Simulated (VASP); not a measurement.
## Pd2PtS6: single point with LDA

Crystal: Pd2PtS6.

```
CELL_PARAMETERS angstrom
3.08566 1.78151 6.28468
-3.08566 1.78151 6.28468
0.00000 -3.56302 6.28468
ATOMIC_POSITIONS crystal
Pd 0.33335 0.33335 0.33335
Pd 0.66665 0.66665 0.66665
Pt 0.00000 0.00000 0.00000
S 0.06547 0.73251 0.39861
S 0.39861 0.06547 0.73251
S 0.73251 0.39861 0.06547
S 0.93453 0.26749 0.60139
S 0.26749 0.60139 0.93453
S 0.60139 0.93453 0.26749
```

* Program: VASP 6.6.1
* Task: single point
* Functional: LDA
* Potentials or basis: VASP PAW LDA potentials, release 64 (Pd, Pt, S)
* Cutoff: 520 eV
* k mesh: 6 × 6 × 6
* Occupations: gaussian, width 0.02 eV
* Spin: no spin polarisation
* Dipole correction: no
* Further INCAR settings: ALGO = Normal; EDIFF = 1e-07; NBANDS = 43

| Property | Result |
| --- | --- |
| Pressure | -5.8 GPa |
| Largest force | 0.603 eV/Å |
| Band gap on the k mesh | 0.94 eV (least direct gap 1.09 eV) |

Forces on the atoms (eV/Å):
```
Pd   0.000  0.000  0.000
Pd   0.000  0.000  0.000
Pt   0.000  0.000  0.000
S    0.001 -0.002 -0.603
S    0.001  0.002 -0.603
S   -0.002  0.000 -0.603
S   -0.001  0.002  0.603
S    0.002  0.000  0.603
S   -0.001 -0.002  0.603
```

Stress tensor (GPa, compression positive):
```
-6.36  0.00  0.00
 0.00 -6.36  0.00
 0.00  0.00 -4.61
```

Levels at points of the mesh, in eV from the valence-band top:
```csv
k point,band 29,band 30,band 31,band 32,band 33,band 34,band 35,band 36,band 37,band 38
"(0.00, 0.00, 0.00)",-1.03,-1.03,-0.31,-0.29,-0.29,1.38,1.38,1.72,1.72,2.62
"(0.50, 0.00, 0.00)",-1.10,-0.95,-0.84,-0.22,-0.06,1.22,1.48,1.51,1.76,2.24
"(0.50, 0.50, 0.00)",-0.98,-0.91,-0.73,-0.39,-0.23,1.19,1.43,1.50,1.68,2.16
"(0.50, 0.50, 0.50)",-0.97,-0.97,-0.83,-0.31,-0.31,1.20,1.20,1.55,1.55,2.64
```

Wall time 16 min on 1 thread of Oxide Virtual Turin-like Processor, with other jobs on the host, peak memory 0.48 GiB.

Caveat: the cell stands under tension; spin-orbit coupling is left out, which moves the levels of the heavy elements. A k mesh can miss the band edges.
